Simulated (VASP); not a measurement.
Here is a VASP 6.6.1 calculation.

The input INCAR:

```
SYSTEM = CeC
ALGO = Normal
EDIFF = 1E-6
ENCUT = 520
GGA = PS
ISIF = 2
ISMEAR = 0
LASPH = .True.
LCHARG = .False.
LREAL = .False.
LWAVE = .False.
NBANDS = 15
NELM = 100
PREC = Accurate
SIGMA = 0.05
```

File KPOINTS:

```
k-points
0
Gamma
  10 10 10
  0 0 0
```

POSCAR

```
CeC
1.0
    0.0000000000      2.6747141170      2.6747141170
    2.6747141170      0.0000000000      2.6747141170
    2.6747141170      2.6747141170      0.0000000000
Ce C
1 1
Direct
    0.0000000000      0.0000000000      0.0000000000
    0.2500000000      0.2500000000      0.2500000000
```

Potentials or basis: VASP PAW PBE potentials, release 64 (Ce, C).

Run with:

```sh
$ cat potpaw_PBE.64/Ce/POTCAR potpaw_PBE.64/C/POTCAR > POTCAR
$ mpirun -np 1 vasp_std > vasp.out
```

(1) Predict the pressure.

(2) Predict the band gap on the k mesh.

## Answers

(1) 4.1 GPa.

(2) 0.05 eV, indirect (least direct gap 0.80 eV).

Caveat: the PAW data sets were made with another functional, which shifts forces and pressure a little; spin-orbit coupling is left out, which moves the levels of the heavy elements; without U or exact exchange the open f shell lies at the Fermi level, which spoils levels, moments and volumes.
